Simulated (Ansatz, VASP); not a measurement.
**CdSe: VASP beside Ansatz**

```
Cd Se
1.0
     0.00000    3.07027    3.07027
     3.07027    0.00000    3.07027
     3.07027    3.07027    0.00000
Cd Se
1 1
Direct
  0.00000 0.00000 0.00000
  0.25000 0.25000 0.25000
```

Alike in both runs: task single point; functional PBE; k mesh 6 × 6 × 6; occupations fermi-dirac, width 0.05 eV; no spin polarisation.

```csv
,VASP,Ansatz
version,VASP 6.6.1,Ansatz 0.2.0
potentials or method,"VASP PAW PBE potentials, release 64 (Cd, Se), cutoff 520 eV",all-electron PAW datasets made for the crystal
```

```tsv
	VASP	Ansatz	Ansatz less VASP
gap on the k mesh at the Fermi level (eV)	0.55	0.55	+0.001
least direct gap on the mesh (eV)	0.55	0.55	+0.001
pressure (GPa)	1.6	1.3	-0.26
```

Ansatz ran all-electron here, and VASP with PAW potentials.
